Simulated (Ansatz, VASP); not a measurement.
# Two plane-wave programs on W2C

The input INCAR:

```
  PREC = Accurate
  ENCUT = 600
  EDIFF = 1E-6
  ISMEAR = 0
  SIGMA = 0.1
  LREAL = False
  LASPH = True
  NELM = 120
  ALGO = Normal
  ISIF = 2
  LWAVE = False
  LCHARG = False
  GGA = PS
  NBANDS = 23
  GGA_COMPAT = False
```

The input KPOINTS:

```
Automatic mesh
0
Gamma
  6 6 4
```

File POSCAR:

```
W2C
1.0
    3.0700456420      0.0000000000      0.0000000000
   -1.5350228210      2.6587375167      0.0000000000
    0.0000000000      0.0000000000      4.6784280000
W C
2 1
Direct
    0.3333333333      0.6666666667      0.7463310000
    0.6666666667      0.3333333333      0.2536690000
    0.0000000000      0.0000000000      0.0000000000
```

Input for Ansatz:

```yaml
crystal:
  lattice:
    - [3.070045642, 0.0, 0.0]
    - [-1.535022821, 2.6587375167, 0.0]
    - [0.0, 0.0, 4.678428]
  atoms:
    - { symbol: W, position: [0.3333333333, 0.6666666667, 0.746331] }
    - { symbol: W, position: [0.6666666667, 0.3333333333, 0.253669] }
    - { symbol: C, position: [0.0, 0.0, 0.0] }
basis:
  ecutwfc: 420
  precision: f64
kpoints:
  mp_grid: { grid: [6, 6, 4] }
hamiltonian:
  xc: pbesol
scf:
  occupations: { method: gaussian, width: 0.1 }
  max_iter: 40
output:
  forces: true
  stress: true
  eigenvalues: true
  dos: { projected: true }
  populations: true
```

Alike in both runs: task single point; functional PBEsol; k mesh 6 × 6 × 4; occupations gaussian, width 0.1 eV; no spin polarisation.

|  | VASP | Ansatz |
| --- | --- | --- |
| version | VASP 6.6.1 | Ansatz 0.2.0 |
| potentials or method | VASP PAW PBE potentials, release 64 (W_sv, C), cutoff 600 eV | scalar-relativistic, plane waves, PAW |
| valence electrons in the cell | 32 | 32 |

```tsv
	VASP	Ansatz	Ansatz less VASP
gap on the k mesh at the Fermi level (eV)	none	none	-
pressure (GPa)	-9.4	-10.1	-0.77
traceless stress, the component that is largest in VASP (GPa)	-1.20	-1.17	+0.033
rms of the force components (eV/Å)	0.136	0.163	+0.0269
```

VASP's potentials were made for PBE, not for PBEsol. Atom by atom the forces differ by 0.027 eV/Å (rms over components). A gap of «none» marks a metal or a gap that the smearing closes.

The k mesh is coarse, so the values compare programs but aren't converged. Neither program's run includes spin-orbit coupling.
